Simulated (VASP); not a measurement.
The system is SiSe2.

```
CELL_PARAMETERS angstrom
-2.96110 4.79802 2.90435
2.96110 -4.79802 2.90435
2.96110 4.79802 -2.90435
ATOMIC_POSITIONS crystal
Si 0.25000 0.25000 0.00000
Si 0.75000 0.75000 0.00000
Se 0.12387 0.78509 0.90896
Se 0.87613 0.21491 0.09104
Se 0.62387 0.71491 0.33879
Se 0.37613 0.28509 0.66121
```

```yaml
Program: VASP 6.6.1
Task: relaxation of shape and atoms at fixed volume
Functional: r2SCAN
Dispersion: rVV10
Potentials_or_basis: VASP PAW PBE potentials, release 64 (Si, Se)
Cutoff: 550 eV
k_mesh: 6 × 6 × 6
Occupations: gaussian, width 0.05 eV
Spin: no spin polarisation
```

At the start: pressure 1.4 GPa; volume 27.51 Å³/atom.

Task: Where does the relaxation end?

Result: Over 8 steps the energy falls by 2.1 meV/atom; space group Ibam (No. 72, to 0.1 Å) before and after.

Step by step:
```
step  energy change (eV)  largest force (eV/Å)  pressure (GPa)  volume (Å³)
   1              0.0000                0.3175            1.37       165.05
   2             -0.0119                0.0449            0.46       165.05
   3             -0.0122                0.0147            0.27       165.05
   4             -0.0122                0.0109            0.30       165.05
   5             -0.0124                0.0096            0.28       165.05
   6             -0.0125                0.0108            0.27       165.05
   7             -0.0125                0.0107            0.27       165.05
   8             -0.0125                0.0073            0.25       165.05
```

Final structure:
```yaml
crystal:
  lattice:
    - [-2.95890, 4.77750, 2.91898]
    - [2.95890, -4.77750, 2.91898]
    - [2.95890, 4.77750, -2.91898]
  atoms:
    - { symbol: Si, position: [0.25000, 0.25000, 0.00000] }
    - { symbol: Si, position: [0.75000, 0.75000, 0.00000] }
    - { symbol: Se, position: [0.12499, 0.78264, 0.90763] }
    - { symbol: Se, position: [0.87501, 0.21736, 0.09237] }
    - { symbol: Se, position: [0.62499, 0.71736, 0.34236] }
    - { symbol: Se, position: [0.37500, 0.28264, 0.65764] }
```

Caveat: the PAW data sets were made with another functional, which shifts forces and pressure a little.
